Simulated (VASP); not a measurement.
**Si3N4: relaxation of the atoms with PBE**

The system is Si3N4.

```
Si N
1.0
     7.61400    0.00000    0.00000
    -3.80700    6.59392    0.00000
     0.00000    0.00000    2.91230
Si N
6 8
Direct
  0.17990 0.77330 0.25000
  0.40660 0.17990 0.75000
  0.22670 0.40660 0.25000
  0.82010 0.22670 0.75000
  0.59340 0.82010 0.25000
  0.77330 0.59340 0.75000
  0.33333 0.66667 0.25000
  0.66667 0.33333 0.75000
  0.33560 0.03300 0.25000
  0.30260 0.33560 0.75000
  0.96700 0.30260 0.25000
  0.66440 0.96700 0.75000
  0.69740 0.66440 0.25000
  0.03300 0.69740 0.75000
```

```json
{"Program": "VASP 6.6.1", "Task": "relaxation of the atoms", "Functional": "PBE", "Potentials or basis": "VASP PAW PBE potentials, release 64 (Si, N)", "Cutoff": "520 eV", "k mesh": "4 × 4 × 9", "Occupations": "fermi-dirac, width 0.02 eV", "Spin": "no spin polarisation", "Dipole correction": "no", "Further INCAR settings": "ALGO = Normal; EDIFF = 1e-07; IBRION = 2; EDIFFG = -0.02; NSW = 80"}
```

- Energy gained by relaxing: 6.6 meV/atom
- Ionic steps: 11
- Pressure after relaxing: 4.0 GPa
- Largest force after relaxing: 0.006 eV/Å
- Band gap on the k mesh: 4.32 eV (least direct gap 4.49 eV)

Forces on the atoms (eV/Å):
```
Si   0.002 -0.006  0.000
Si   0.006 -0.001  0.000
Si   0.004  0.005  0.000
Si  -0.002  0.006  0.000
Si  -0.006  0.001  0.000
Si  -0.004 -0.005  0.000
N    0.000  0.000  0.000
N    0.000  0.000  0.000
N   -0.004  0.003  0.000
N   -0.005 -0.002  0.000
N   -0.001 -0.006  0.000
N    0.004 -0.003  0.000
N    0.005  0.002  0.000
N    0.001  0.006  0.000
```

Stress tensor (GPa, compression positive):
```
4.18 0.00 0.00
0.00 4.18 0.00
0.00 0.00 3.70
```

The path:
```tsv
step	energy change (eV)	largest force (eV/Å)	pressure (GPa)
1	0.0000	0.5443	4.49
2	-0.0234	0.7985	4.59
3	-0.0486	0.4447	4.48
4	-0.0817	0.1728	4.38
5	-0.0836	0.2178	4.36
6	-0.0841	0.2582	4.27
7	-0.0874	0.0625	4.30
8	-0.0890	0.0529	4.26
9	-0.0921	0.0247	4.12
10	-0.0904	0.0462	3.83
11	-0.0927	0.0061	4.02
```

Final structure:
```cif
data_structure
_symmetry_space_group_name_H-M 'P 1'
_symmetry_Int_Tables_number 1
_cell_length_a 7.6140
_cell_length_b 7.6140
_cell_length_c 2.9123
_cell_angle_alpha 90.000
_cell_angle_beta 90.000
_cell_angle_gamma 120.000
_cell_volume 146.22
loop_
_atom_site_label
_atom_site_type_symbol
_atom_site_fract_x
_atom_site_fract_y
_atom_site_fract_z
_atom_site_occupancy
Si1 Si 0.17405 0.76796 0.25000 1
Si2 Si 0.40609 0.17405 0.75000 1
Si3 Si 0.23204 0.40609 0.25000 1
Si4 Si 0.82595 0.23204 0.75000 1
Si5 Si 0.59391 0.82595 0.25000 1
Si6 Si 0.76796 0.59391 0.75000 1
N1 N 0.33333 0.66667 0.25000 1
N2 N 0.66667 0.33333 0.75000 1
N3 N 0.32980 0.02997 0.25000 1
N4 N 0.29983 0.32980 0.75000 1
N5 N 0.97003 0.29983 0.25000 1
N6 N 0.67020 0.97003 0.75000 1
N7 N 0.70017 0.67020 0.25000 1
N8 N 0.02997 0.70017 0.75000 1
```

Levels at points of the mesh, in eV from the valence-band top:
```csv
k point,band 29,band 30,band 31,band 32,band 33,band 34,band 35,band 36
"(0.00, 0.00, 0.00)",-1.26,-0.44,-0.36,-0.18,4.32,4.75,4.89,4.89
"(0.50, 0.00, 0.00)",-1.33,-0.75,-0.31,-0.23,4.62,4.71,4.86,5.28
```

Wall time 9.1 min on 1 thread of Intel(R) Xeon(R) 6975P-C (Granite Rapids), with other jobs on the host, peak memory 0.32 GiB.

A k mesh can miss the band edges.
